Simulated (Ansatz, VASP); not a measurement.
**AlN: VASP beside Ansatz**

INCAR

```
  ALGO = Normal
  EDIFF = 1E-6
  EDIFFG = -0.01
  ENCUT = 520
  GGA = PE
  IBRION = 2
  ISIF = 2
  ISMEAR = 0
  LASPH = T
  LCHARG = F
  LREAL = F
  LWAVE = F
  NELM = 100
  NSW = 50
  PREC = Accurate
  SIGMA = 0.05
```

Contents of KPOINTS:

```
k-points
0
Gamma
  9 9 6
```

File POSCAR:

```
AlN
1.0
    3.0360000000      0.0000000000      0.0000000000
   -1.5180000000      2.6292531259      0.0000000000
    0.0000000000      0.0000000000      4.8163000000
Al N
2 2
Direct
    0.3333333333      0.6666666667      0.0017290859
    0.6666666667      0.3333333333      0.5017290859
    0.3333333333      0.6666666667      0.3832709141
    0.6666666667      0.3333333333      0.8832709141
```

Input for Ansatz:

```yaml
crystal:
  lattice:
    - [3.036, 0.0, 0.0]
    - [-1.518, 2.6292531259, 0.0]
    - [0.0, 0.0, 4.8163]
  atoms:
    - { symbol: Al, position: [0.3333333333, 0.6666666667, 0.0017290859] }
    - { symbol: Al, position: [0.6666666667, 0.3333333333, 0.5017290859] }
    - { symbol: "N", position: [0.3333333333, 0.6666666667, 0.3832709141] }
    - { symbol: "N", position: [0.6666666667, 0.3333333333, 0.8832709141] }
basis:
  ecutwfc: 520.0
kpoints:
  mp_grid: { grid: [9, 9, 6] }
hamiltonian:
  xc: pbe
  pseudopotentials: { kind: paw, azcp: { folder: soft_1 } }
scf:
  occupations: { method: gaussian, width: 0.05 }
output:
  forces: true
  stress: true
  eigenvalues: true
relax:
  adjacent_minimum: "off"
  f_tol: 0.01
  max_steps: 30
```

Alike in both runs: task relaxation of the atoms; functional PBE; k mesh 9 × 9 × 6; occupations gaussian, width 0.05 eV; no spin polarisation.

```csv
,VASP,Ansatz
version,VASP 6.6.1,Ansatz 0.2.0
potentials or method,"VASP PAW PBE potentials, release 64 (Al, N), cutoff 520 eV","scalar-relativistic, plane waves, PAW"
valence electrons in the cell,16,16
```

|  | VASP | Ansatz | Ansatz less VASP |
| --- | --- | --- | --- |
| gap on the k mesh at the Fermi level, each at its own relaxed structure (eV) | 4.89 | 4.87 | -0.014 |

Ansatz's warnings: stress scf threshold loose.
